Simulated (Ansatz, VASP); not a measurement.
KTaO3 in VASP and in Ansatz

Contents of INCAR:

```
SYSTEM = KTaO3
ALGO = Normal ; EDIFF = 1E-8
ENCUT = 520 ; GGA = CA
ISIF = 2 ; ISMEAR = -1
LASPH = .True. ; LCHARG = .False.
LEFG = .True. ; LREAL = .False.
LWAVE = .False. ; NBANDS = 27
NELM = 60 ; PREC = Accurate
SIGMA = 0.01
```

File KPOINTS:

```
k-points
0
Gamma
  5 5 5
  0 0 0
```

Contents of POSCAR:

```
KTaO3
1.0
    4.0281830000      0.0000000000      0.0000000000
    0.0000000000      4.0281830000      0.0000000000
    0.0000000000      0.0000000000      3.9883000000
K Ta O
1 1 3
Direct
    0.5000000000      0.5000000000      0.5000000000
    0.0000000000      0.0000000000      0.0000000000
    0.5000000000      0.0000000000      0.0000000000
    0.0000000000      0.5000000000      0.0000000000
    0.0000000000      0.0000000000      0.5000000000
```

Input for Ansatz:

```yaml
crystal:
  lattice:
    - [4.028183, 0.0, 0.0]
    - [0.0, 4.028183, 0.0]
    - [0.0, 0.0, 3.9883]
  atoms:
    - { symbol: K, position: [0.5, 0.5, 0.5] }
    - { symbol: Ta, position: [0.0, 0.0, 0.0] }
    - { symbol: O, position: [0.5, 0.0, 0.0] }
    - { symbol: O, position: [0.0, 0.5, 0.0] }
    - { symbol: O, position: [0.0, 0.0, 0.5] }
kpoints:
  mp_grid: { grid: [5, 5, 5] }
scf:
  occupations: { method: fermi_dirac, width: 0.01 }
hamiltonian:
  xc: lda
  pseudopotentials: { kind: all_electron, datasets: crystal }
output:
  forces: true
  stress: true
  eigenvalues: true
  efg: { contact_densities: true }
```

Change from the starting cell: equal xx and yy strain of +1 %, crystal datasets.

Alike in both runs: task electric field gradients; functional LDA; k mesh 5 × 5 × 5; occupations fermi-dirac, width 0.01 eV; no spin polarisation.

|  | VASP | Ansatz |
| --- | --- | --- |
| version | VASP 6.6.1 | Ansatz 0.2.0 |
| potentials or method | VASP PAW LDA potentials, release 64 (K_sv, Ta_pv, O), cutoff 520 eV | all-electron PAW with datasets made for the crystal, scalar-relativistic |

```tsv
	VASP	Ansatz	Ansatz less VASP
gap on the k mesh at the Fermi level (eV)	2.08	2.13	+0.057
pressure (GPa)	-8.2	-9.1	-0.99
traceless stress, the component that is largest in VASP (GPa)	2.31	2.25	-0.055
size of Vzz on the site where it differs most (V/Å²)	13.6	15.8	+2.21
```

LDA's correlation is that of Perdew and Zunger in VASP and of Perdew and Wang (1992) in Ansatz. Ansatz ran all-electron here, and VASP with PAW potentials.

Spin-orbit coupling is off throughout.
